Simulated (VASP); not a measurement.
Write the native input for VASP 6.6.1 that does the following.

```yaml
Task: single point
Functional: PBE
Potentials_or_basis: VASP PAW PBE potentials, release 64 (W_sv, Se)
Cutoff: 520 eV
k_mesh: 12 × 12 × 2
Occupations: gaussian, width 0.02 eV
Spin: no spin polarisation
Dipole_correction: no
Further_INCAR_settings: ALGO = Normal; EDIFF = 1e-06; NBANDS = 35
```

The structure of WSe2 lies in POSCAR:

```
WSe2
1.0
    3.3292891203      0.0000000000      0.0000000000
   -1.6646445602      2.8832489547      0.0000000000
    0.0000000000      0.0000000000     14.8933887847
W Se
2 4
Direct
    0.6666666667      0.3333333333      0.7500000000
    0.3333333333      0.6666666667      0.2500000000
    0.3333333333      0.6666666667      0.8615430793
    0.6666666667      0.3333333333      0.3615430793
    0.3333333333      0.6666666667      0.6384569207
    0.6666666667      0.3333333333      0.1384569207
```

This cell differs from its parent crystal: uniaxial strain along c: -1.0 %.

These files were run (other wordings do the same):

INCAR

```
SYSTEM = WSe2
PREC     = Accurate       ! precision mode
ENCUT    = 520            ! plane-wave cutoff, eV
EDIFF    = 1E-6           ! SCF threshold, eV
ISMEAR   = 0              ! smearing method
SIGMA    = 0.02           ! smearing width, eV
LREAL    = .False.        ! projectors in reciprocal space
LASPH    = .True.         ! aspherical terms in the spheres
NELM     = 80             ! most SCF steps
ALGO     = Normal         ! electronic algorithm
ISIF     = 2              ! what is computed and relaxed
LWAVE    = .False.        ! write WAVECAR
LCHARG   = .True.         ! write CHGCAR
GGA      = PE             ! functional
LELF     = .True.         ! ELF
LVHAR    = .True.       
NBANDS   = 35             ! bands
```

KPOINTS

```
Automatic mesh
0
Gamma
  12 12 2
  0 0 0
```

Potentials or basis: VASP PAW PBE potentials, release 64 (W_sv, Se).

Command:

```sh
$ cat potpaw_PBE.64/W_sv/POTCAR potpaw_PBE.64/Se/POTCAR > POTCAR
$ mpirun -np 1 vasp_std > vasp.out
```

It gave:

| Property | Result |
| --- | --- |
| Pressure | 1.0 GPa |
| Largest force | 0.283 eV/Å |
| Band gap on the k mesh | 1.45 eV (least direct gap 1.46 eV) |

Caveat: the cell differs from its parent crystal (uniaxial strain along c: -1.0 %); spin-orbit coupling is left out, which moves the levels of the heavy elements; this functional lacks dispersion, which binds layers or chains, so the pressure and a relaxed spacing across them are unreliable.

It took 6.7 min on 1 thread of AMD EPYC 7R13, on a shared host, peak memory 0.38 GiB.
